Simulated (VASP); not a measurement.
# W (Pbcm) in VASP: notebook

Runs on W. Level: PBEsol. Tasks: single point.

Program: VASP 6.6.1. These are calculated values, not measurements. Logs are shortened: lines on timing, memory, paths and dates and some standing lists are left out, and cuts for length are marked.

**1. The cell of the first run**

The structure is orthorhombic, space group Pbcm (No. 57). The conventional cell has a = 2.692 Å, b = 4.661 Å, c = 4.718 Å, α = 90.00°, β = 90.00°, γ = 90.00°. Within 3.4 Å of W (site symmetry m) lie 12 W at 2.58 to 2.93 Å.

**2. Single point, PBEsol**

INCAR reads:

```
ALGO     = Normal         # electronic algorithm
EDIFF    = 1E-6           # SCF threshold, eV
ENCUT    = 520            # plane-wave cutoff, eV
GGA      = PS             # functional
ISIF     = 2              # what is computed and relaxed
ISMEAR   = -1             # smearing method
LASPH    = True           # aspherical terms in the spheres
LCHARG   = False          # write CHGCAR
LREAL    = False          # projectors in reciprocal space
LWAVE    = False          # write WAVECAR
NBANDS   = 36             # bands
NELM     = 100            # most SCF steps
PREC     = Accurate       # precision mode
SIGMA    = 0.1            # smearing width, eV
```

KPOINTS reads:

```
k-points
0
Gamma
  8 5 5
```

POSCAR reads:

```
W
1.0
    2.6924521431      0.0000000000      0.0000000000
    0.0000000000      4.6609686600      0.0000000000
    0.0000000000      0.0000000000      4.7183027900
W
4
Direct
    0.7931700000      0.5631600000      0.2500000000
    0.2068300000      0.0631600000      0.2500000000
    0.2068300000      0.4368400000      0.7500000000
    0.7931700000      0.9368400000      0.7500000000
```

Potentials or basis: VASP PAW PBE potentials, release 64 (W_sv).

The run is started by

```
cat potpaw_PBE.64/W_sv/POTCAR > POTCAR
mpirun -np 1 vasp_std > vasp.out
```

OUTCAR:

```text
EDIFF = 1E-6
   ENCUT = 520
   GGA = PS
   ISIF = 2
   ISMEAR = -1
   LASPH = True
   LREAL = False
   NELM = 100
   PREC = Accurate

 ion  position               nearest neighbor table
   1  0.793  0.563  0.250-   2 2.58   2 2.58   3 2.67   3 2.67   2 2.81   2 2.81   3 2.90   3 2.90
                             4 2.93   4 2.93
   2  0.207  0.063  0.250-   1 2.58   1 2.58   4 2.67   4 2.67   1 2.81   1 2.81   4 2.90   4 2.90
                             3 2.93   3 2.93
   3  0.207  0.437  0.750-   4 2.58   4 2.58   1 2.67   1 2.67   4 2.81   4 2.81   1 2.90   1 2.90
                             2 2.93   2 2.93
   4  0.793  0.937  0.750-   3 2.58   3 2.58   2 2.67   2 2.67   3 2.81   3 2.81   2 2.90   2 2.90
                             1 2.93   1 2.93

  LATTYP: Found a simple orthorhombic cell.
 ALAT       =     2.6924521431
 B/A-ratio  =     1.7311240506
 C/A-ratio  =     1.7524184421

  Lattice vectors:

 A1 = (   2.6924521431,   0.0000000000,   0.0000000000)
 A2 = (   0.0000000000,   4.6609686600,   0.0000000000)
 A3 = (   0.0000000000,   0.0000000000,   4.7183027900)

Analysis of symmetry for initial positions (statically):
=====================================================================
 Subroutine PRICEL returns:
 Original cell was already a primitive cell.

 Routine SETGRP: Setting up the symmetry group for a
 simple orthorhombic supercell.

 Subroutine GETGRP returns: Found  8 space group operations
 (whereof  2 operations were pure point group operations)
 out of a pool of  8 trial point group operations.

The static configuration has the point symmetry S_2 .
 The point group associated with its full space group is D_2h.

Analysis of symmetry for dynamics (positions and initial velocities):
=====================================================================
 Subroutine PRICEL returns:
 Original cell was already a primitive cell.

 Routine SETGRP: Setting up the symmetry group for a
 simple orthorhombic supercell.

 Subroutine GETGRP returns: Found  8 space group operations
 (whereof  2 operations were pure point group operations)
 out of a pool of  8 trial point group operations.

The dynamic configuration has the point symmetry S_2 .
 The point group associated with its full space group is D_2h.

 Subroutine INISYM returns: Found  8 space group operations
 (whereof  2 operations are pure point group operations),
 and found     1 'primitive' translations

----------------------------------------------------------------------------------------

[... 96 lines left out ...]
   EDIFF  = 0.1E-05   stopping-criterion for ELM
   LREAL  =      F    real-space projection
   EDIFFG = 0.1E-04   stopping-criterion for IOM
   NSW    =      0    number of steps for IOM
   IBRION =     -1    ionic relax: 0-MD 1-quasi-New 2-CG
   NFREE  =      0    steps in history (QN), initial steepest desc. (CG)
   ISIF   =      2    stress and relaxation
   ISYM   =      2    0-nonsym 1-usesym 2-fastsym
   POTIM  = 0.5000    time-step for ionic-motion
   TEBEG  =    0.0;   TEEND  =   0.0 temperature during run
   PSTRESS=    0.0 pullay stress
   NELECT =      56.0000    total number of electrons
   NUPDOWN=      -1.0000    fix difference up-down
   EMIN   =  10.00;   EMAX   =-10.00  energy-range for DOS
   EFERMI =   0.00;   METHOD = LEGACY
   ISMEAR =    -1;   SIGMA  =   0.10  broadening in eV -4-tet -1-fermi 0-gaus
   EFERMI_NEDOS =   21; number of points for ismear=-14 and -15
   IALGO  =     38    algorithm
   IMIX   =      4    mixing-type and parameters
     AMIX     =   0.40;   BMIX     =  1.00
     AMIX_MAG =   1.60;   BMIX_MAG =  1.00
  volume/ion in A,a.u.               =      14.80        99.90
  Fermi-wavevector in a.u.,A,eV,Ry     =   1.606944  3.036685 35.133920  2.582270
  Thomas-Fermi vector in A             =   2.703051
   LORBIT       =      0    0 simple, 1 ext, 2 COOP (PROOUT), +10 PAW based schemes
   GGA     = PS    functional components
   LHFCALC =     F    Hartree Fock is set to
   AEXX    =    0.0000 exact exchange contribution
   IVDW    =     0    specifies the selected vdW correction
   LEPSILON=     F    determine dielectric tensor
   LRPA    =     F    only Hartree local field effects (RPA)
 non-spin polarized calculation
  energy-cutoff  :      520.00
  volume of cell :       59.21
 maximum number of plane-waves:      1624
   NGX = 11   NGY = 17   NGZ = 17

 number of electron      55.9999998 magnetization

 Free energy of the ion-electron system (eV)
  ---------------------------------------------------
  ext. energy  EPLUGINS =         0.00000000
  ---------------------------------------------------
  free energy    TOTEN  =       -52.68112407 eV

  energy without entropy =      -52.56969226  energy(sigma->0) =      -52.62540817

 E-fermi :  11.9837     XC(G=0): -14.1218

 val. band max:       11.9836184359   @ k =   0.1250   0.2000   0.4000
 cond. band min:      11.9918212604   @ k =   0.5000   0.0000   0.0000
 fundamental gap:      0.0082028245
 Fermi energy:        11.9836846815

 k-point     1 :       0.0000    0.0000    0.0000
  band No.  band energies     occupation
      1     -61.6623      2.00000
      2     -61.5248      2.00000
      3     -61.4697      2.00000
      4     -61.3850      2.00000
      5     -26.8174      2.00000
      6     -26.7266      2.00000
[... 925 lines left out ...]
     35      16.4326      0.00000
     36      17.0030      0.00000

 [... further k-points ...]

------------------------ aborting loop because EDIFF is reached ----------------------------------------

  FORCE on cell =-STRESS in cart. coord.  units (eV):
  Direction    XX          YY          ZZ          XY          YZ          ZX
  --------------------------------------------------------------------------------------
  -------------------------------------------------------------------------------------
  Total       12.5010070     12.7094694     10.7397767      0.0000000      0.0000000      0.0000000
  in kB      338.2560678    343.8967091    290.6001600      0.0000000      0.0000000      0.0000000
  external PRESSURE =     324.2509790 kB  Pullay stress =       0.0000000 kB

 VOLUME and BASIS-vectors are now :
 -----------------------------------------------------------------------------
  energy-cutoff  :      520.00
  volume of cell :       59.21
      direct lattice vectors                 reciprocal lattice vectors
     2.692452143  0.000000000  0.000000000     0.371408644  0.000000000  0.000000000
     0.000000000  4.660968660  0.000000000     0.000000000  0.214547677  0.000000000
     0.000000000  0.000000000  4.718302790     0.000000000  0.000000000  0.211940616

 POSITION                                       TOTAL-FORCE (eV/Angst)
 -----------------------------------------------------------------------------------
      2.13557      2.62487      1.17958        -0.638021      0.023471      0.000000
      0.55688      0.29439      1.17958         0.638021      0.023471     -0.000000
      0.55688      2.03610      3.53873         0.638021     -0.023471     -0.000000
      2.13557      4.36658      3.53873        -0.638021     -0.023471      0.000000
 -----------------------------------------------------------------------------------
    total drift:                                0.000000      0.000000      0.000000

  FREE ENERGIE OF THE ION-ELECTRON SYSTEM (eV)
  ---------------------------------------------------
  free  energy   TOTEN  =       -52.6811240683 eV

  energy  without entropy=      -52.5696922647  energy(sigma->0) =      -52.62540817
```

OSZICAR:

```text
N       E                     dE             d eps       ncg     rms          rms(c)
DAV:   1     0.725915077676E+03    0.72592E+03   -0.32965E+04  3240   0.187E+03
DAV:   2    -0.163845742815E+02   -0.74230E+03   -0.72759E+03  3340   0.590E+02
DAV:   3    -0.539899282916E+02   -0.37605E+02   -0.36213E+02  3796   0.128E+02
DAV:   4    -0.549139807052E+02   -0.92405E+00   -0.91164E+00  3836   0.184E+01
DAV:   5    -0.549255586639E+02   -0.11578E-01   -0.11570E-01  3740   0.230E+00    0.487E+01
DAV:   6    -0.532005256958E+02    0.17250E+01   -0.20913E+00  3668   0.110E+01    0.213E+01
DAV:   7    -0.526975233401E+02    0.50300E+00   -0.13584E+00  3832   0.806E+00    0.836E-01
DAV:   8    -0.526813204206E+02    0.16203E-01   -0.42145E-02  3608   0.167E+00    0.209E-01
DAV:   9    -0.526811162924E+02    0.20413E-03   -0.96476E-04  3992   0.213E-01    0.732E-02
DAV:  10    -0.526811242651E+02   -0.79726E-05   -0.82743E-05  3636   0.562E-02    0.840E-03
DAV:  11    -0.526811254391E+02   -0.11740E-05   -0.64041E-06  3284   0.201E-02    0.727E-03
DAV:  12    -0.526811241789E+02    0.12602E-05   -0.44839E-07  2048   0.654E-03    0.644E-04
DAV:  13    -0.526811240683E+02    0.11053E-06   -0.74019E-08  1932   0.240E-03
   1 F= -.52681124E+02 E0= -.52625408E+02  d E =-.111432E+00
```

stdout:

```text
POSCAR found type information on POSCAR W
 POSCAR found :  1 types and       4 ions
 scaLAPACK will be used
 -----------------------------------------------------------------------------
|                                                                             |
|                                                                             |
|     You enforced a specific xc type in the INCAR file but a different       |
|     I HOPE YOU KNOW WHAT YOU ARE DOING!                                     |
|                                                                             |
 -----------------------------------------------------------------------------

 LDA part: xc-table for (Slater+PW92), standard interpolation
 POSCAR, INCAR and KPOINTS ok, starting setup
 FFT: planning ... GRIDC
 FFT: planning ... GRID_SOFT
 FFT: planning ... GRID
 WAVECAR not read
 entering main loop
```

Run time: 2.4 min. Hardware: 1 thread of AMD EPYC 7R13, shared host; peak memory 0.18 GiB.

What came out:

```yaml
Free_energy: -52.6811 eV
Pressure: 32.4 GPa
Largest_force: 0.638 eV/Å
Band_gap_on_the_k_mesh: zero (band 28 reaches 13.15 eV, above the bottom of band 29 at 11.48 eV)
```

Forces in eV/Å, atoms in the order of the input:
```
W   -0.638  0.023  0.000
W    0.638  0.023  0.000
W    0.638 -0.023  0.000
W   -0.638 -0.023  0.000
```

Caveat: the PAW data sets were made with another functional, which shifts forces and pressure a little; spin-orbit coupling is left out, which moves the levels of the heavy elements.

(Part 1 of 2 ends here.)
